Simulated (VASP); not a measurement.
Li: relaxation of cell and atoms with PBE

The system is Li.

```
CELL_PARAMETERS angstrom
2.17970 0.00000 0.00000
0.00000 2.17970 0.00000
0.00000 0.00000 2.17970
ATOMIC_POSITIONS crystal
Li 0.00000 0.00000 0.00000
```

| Property | Result |
| --- | --- |
| Program | VASP 6.6.1 |
| Task | relaxation of cell and atoms |
| Functional | PBE |
| Potentials or basis | VASP PAW PBE potentials, release 64 (Li_sv) |
| Cutoff | 600 eV |
| k mesh | 17 × 17 × 17 |
| Occupations | fermi-dirac, width 0.08 eV |
| Spin | no spin polarisation |
| Target pressure | 30 GPa |
| Dipole correction | no |
| Further INCAR settings | ALGO = Normal; EDIFF = 1e-07; IBRION = 2; EDIFFG = -0.005; NSW = 60; ISIF = 3 |

```
Relaxed volume                                         : 9.79 Å³/atom
Relaxed cell                                           : a = 2.139 Å, b = 2.139 Å, c = 2.139 Å, α = 90.00°, β = 90.00°, γ = 90.00°
Space group after relaxing (to 0.05 Å)                 : Pm-3m (No. 221)
Energy change on relaxing (the enthalpy is what falls) : +97.9 meV/atom
Ionic steps                                            : 3
Pressure after relaxing                                : 30.0 GPa
```

The path:
| step | energy change (eV) | largest force (eV/Å) | pressure (GPa) | volume (Å³) |
| --- | --- | --- | --- | --- |
| 1 | 0.0000 | 0.0000 | 25.26 | 10.36 |
| 2 | 0.0763 | 0.0000 | 28.91 | 9.90 |
| 3 | 0.0979 | 0.0000 | 29.95 | 9.79 |

Final structure:
```
CELL_PARAMETERS angstrom
2.13896 0.00000 0.00000
0.00000 2.13896 0.00000
0.00000 0.00000 2.13896
ATOMIC_POSITIONS crystal
Li 0.00000 0.00000 0.00000
```

Levels at points of the mesh, in eV from the Fermi level:
| k point | band 1 | band 2 | band 3 | band 4 | band 5 |
| --- | --- | --- | --- | --- | --- |
| (0.00, 0.00, 0.00) | -46.26 | -4.01 | 19.63 | 19.63 | 19.63 |

Run time: 9 s on 1 thread of Intel(R) Xeon(R) Platinum 8559C (Emerald Rapids) (shared host), peak memory 0.12 GiB.

Caveat: the cutoff is under 1.25 times the usual one of these potentials, so pressure, stress and relaxed cells hold a basis-set (Pulay) error; the cell is relaxed towards a set pressure, so the enthalpy falls and the energy may rise.
